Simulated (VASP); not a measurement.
## PC3: relaxation of cell and atoms with PBE

PC3:

```
P C
1.0
     4.05986    0.00000    0.00000
     0.00000    4.05986    0.00000
     0.00000    0.00000    4.05986
P C
2 6
Direct
  0.00000 0.00000 0.00000
  0.50000 0.50000 0.50000
  0.25000 0.00000 0.50000
  0.50000 0.75000 0.00000
  0.75000 0.00000 0.50000
  0.50000 0.25000 0.00000
  0.00000 0.50000 0.75000
  0.00000 0.50000 0.25000
```

```yaml
Program: VASP 6.6.1
Task: relaxation of cell and atoms
Functional: PBE
Potentials_or_basis: VASP PAW PBE potentials, release 64 (P, C)
Cutoff: 600 eV
k_mesh: 10 × 10 × 10
Occupations: gaussian, width 0.1 eV
Spin: no spin polarisation
Dipole_correction: no
Further_INCAR_settings: ALGO = Normal; EDIFF = 1e-06; IBRION = 2; EDIFFG = -0.01; NSW = 100; ISIF = 3
```

```
Relaxed volume                         : 8.29 Å³/atom
Relaxed cell                           : a = 4.048 Å, b = 4.048 Å, c = 4.048 Å, α = 90.00°, β = 90.00°, γ = 90.00°
Space group after relaxing (to 0.05 Å) : Pm-3n (No. 223)
Energy gained by relaxing              : 0.2 meV/atom
Ionic steps                            : 2
Pressure after relaxing                : 0.1 GPa
Band gap on the k mesh                 : zero (band 17 reaches 10.61 eV, above the bottom of band 18 at 7.30 eV)
```

Step by step:
| step | energy change (eV) | largest force (eV/Å) | pressure (GPa) | volume (Å³) |
| --- | --- | --- | --- | --- |
| 1 | 0.0000 | 0.0000 | -1.12 | 66.92 |
| 2 | -0.0019 | 0.0000 | 0.05 | 66.35 |

Final structure:
```cif
data_structure
_symmetry_space_group_name_H-M 'P 1'
_symmetry_Int_Tables_number 1
_cell_length_a 4.0484
_cell_length_b 4.0484
_cell_length_c 4.0484
_cell_angle_alpha 90.000
_cell_angle_beta 90.000
_cell_angle_gamma 90.000
_cell_volume 66.35
loop_
_atom_site_label
_atom_site_type_symbol
_atom_site_fract_x
_atom_site_fract_y
_atom_site_fract_z
_atom_site_occupancy
P1 P 0.00000 0.00000 0.00000 1
P2 P 0.50000 0.50000 0.50000 1
C1 C 0.25000 0.00000 0.50000 1
C2 C 0.50000 0.75000 0.00000 1
C3 C 0.75000 0.00000 0.50000 1
C4 C 0.50000 0.25000 0.00000 1
C5 C 0.00000 0.50000 0.75000 1
C6 C 0.00000 0.50000 0.25000 1
```

Levels at points of the mesh, in eV from the Fermi level:
```
           k point  band 15  band 16  band 17  band 18  band 19  band 20
(0.00, 0.00, 0.00)    -3.58    -3.21    -2.20    -2.20    -2.20     0.08
(0.50, 0.00, 0.00)    -1.47    -1.47    -0.78    -0.78    -0.64    -0.64
(0.50, 0.50, 0.00)    -0.66    -0.66     0.19     0.19     0.92     1.62
(0.50, 0.50, 0.50)     0.55     0.55     0.55     0.55     1.24     1.24
```

Wall time 66 s on 1 thread of Intel Xeon 6975P-C (shared host), peak memory 0.22 GiB.
